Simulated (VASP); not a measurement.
SrVO3:

```
Sr V O
1.0
     3.84038    0.00000    0.00000
     0.00000    3.84038    0.00000
     0.00000    0.00000    3.84038
Sr V O
1 1 3
Direct
  0.50000 0.50000 0.50000
  0.00000 0.00000 0.00000
  0.50000 0.00000 0.00000
  0.00000 0.50000 0.00000
  0.00000 0.00000 0.50000
```

Base run:

- Program: VASP 6.6.1
- Functional: r2SCAN
- Potentials or basis: VASP PAW PBE potentials, release 64 (Sr_sv, V_sv, O)
- Cutoff: 520 eV
- k mesh: 8 × 8 × 8
- Occupations: gaussian, width 0.05 eV
- Spin: collinear spin, ferromagnetic start
- Starting moments: [0.0, 1.0, 0.0, 0.0, 0.0] μB

Its results: pressure -1.0 GPa; net moment 0.16 μB per cell; site moments Sr -0.00; V +0.15; O -0.00 μB.

Problem. The run is repeated on the same cell with these changes: dispersion from none to D3(BJ). What comes out?

Solution. Pressure -2.8 GPa; net moment 0.16 μB per cell; site moments Sr -0.00; V +0.15; O -0.00 μB.

Dispersion adds attraction, which lowers the pressure at fixed volume and, as a term added to the energy, leaves the levels alone.

Caveats: the PAW data sets were made with another functional, which shifts forces and pressure a little; semilocal functionals often make such compounds metallic where correlation or magnetic order opens a gap, which also shifts bond lengths.
